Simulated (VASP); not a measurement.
The system is SiO2.

```
Si O
1.0
    -2.37405    2.37405    3.74400
     2.37405   -2.37405    3.74400
     2.37405    2.37405   -3.74400
Si O
2 4
Direct
  0.00000 0.00000 0.00000
  0.75000 0.25000 0.50000
  0.99838 0.62500 0.87338
  0.37500 0.24838 0.37338
  0.75162 0.12500 0.12662
  0.87500 0.00162 0.62662
```

| Quantity | Value |
| --- | --- |
| Program | VASP 6.6.1 |
| Task | relaxation of cell and atoms |
| Functional | PBE |
| Potentials or basis | VASP PAW PBE potentials, release 64 (Si, O) |
| Cutoff | 600 eV |
| k mesh | 8 × 8 × 8 |
| Occupations | fermi-dirac, width 0.02 eV |
| Spin | no spin polarisation |

At the start: pressure 3.4 GPa; volume 14.07 Å³/atom.

Problem. How do energy, volume and symmetry change on relaxing?

Solution. Over 16 steps the energy falls by 14.1 meV/atom and the volume is 15.58 Å³/atom (+10.7 %); space group I-42d (No. 122, to 0.05 Å).

The path:
```csv
step,energy change (eV),largest force (eV/Å),pressure (GPa),volume (Å³)
1,0.0000,0.1282,3.44,84.41
2,0.0092,0.4607,-3.99,88.15
3,-0.0193,0.1464,-0.08,86.07
4,-0.0267,0.1446,-0.06,86.35
5,-0.0439,0.1423,0.03,87.17
6,-0.0559,0.1346,0.08,88.73
7,-0.0665,0.0466,0.79,89.46
8,-0.0734,0.0646,1.76,90.55
9,-0.0775,0.0380,1.25,91.13
10,-0.0831,0.0431,-0.25,92.87
11,-0.0831,0.0472,-0.39,93.00
12,-0.0831,0.0460,-0.36,92.95
13,-0.0835,0.0391,-0.32,93.09
14,-0.0842,0.0226,-0.27,93.48
15,-0.0843,0.0161,-0.24,93.67
16,-0.0844,0.0003,0.03,93.46
```

Final structure:
```
CELL_PARAMETERS angstrom
-2.51709 2.51709 3.68792
2.51709 -2.51709 3.68792
2.51709 2.51709 -3.68792
ATOMIC_POSITIONS crystal
Si 0.00000 0.00000 0.00000
Si 0.75000 0.25000 0.50000
O 0.96573 0.62500 0.84073
O 0.37500 0.21573 0.34073
O 0.78427 0.12500 0.15927
O 0.87500 0.03427 0.65927
```

Caveat: the volume moved by +11 % from the deposited cell, more than functionals usually miss.
